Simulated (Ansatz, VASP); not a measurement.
One calculation of SrO, two programs

```xyz
2
Lattice="0.0000 2.5698 2.6469 2.5698 0.0000 2.6469 2.5698 2.5698 0.0000" Properties=species:S:1:pos:R:3 pbc="T T T"
Sr    0.0000    0.0000    0.0000
O     2.5698    2.5698    2.6469
```

Change from the starting cell: strain +0.000 along x and y, +0.030 along z, atoms carried along.

Alike in both runs: task single point; functional PBE; k mesh 8 × 8 × 8; occupations gaussian, width 0.05 eV; no spin polarisation.

|  | VASP | Ansatz |
| --- | --- | --- |
| version | VASP 6.6.1 | Ansatz 0.2.0 |
| potentials or method | VASP PAW PBE potentials, release 64 (Sr_sv, O), cutoff 520 eV | scalar-relativistic, plane waves, PAW |
| valence electrons in the cell | 16 | 16 |

|  | VASP | Ansatz | Ansatz less VASP |
| --- | --- | --- | --- |
| gap on the k mesh at the Fermi level (eV) | 3.22 | 3.27 | +0.047 |
| least direct gap on the mesh (eV) | 3.32 | 3.35 | +0.036 |
| pressure (GPa) | 0.9 | 0.4 | -0.52 |
| traceless stress, the component that is largest in VASP (GPa) | -2.28 | -2.16 | +0.123 |

With one functional, cell and mesh, what is left measures potentials, basis and numerics.
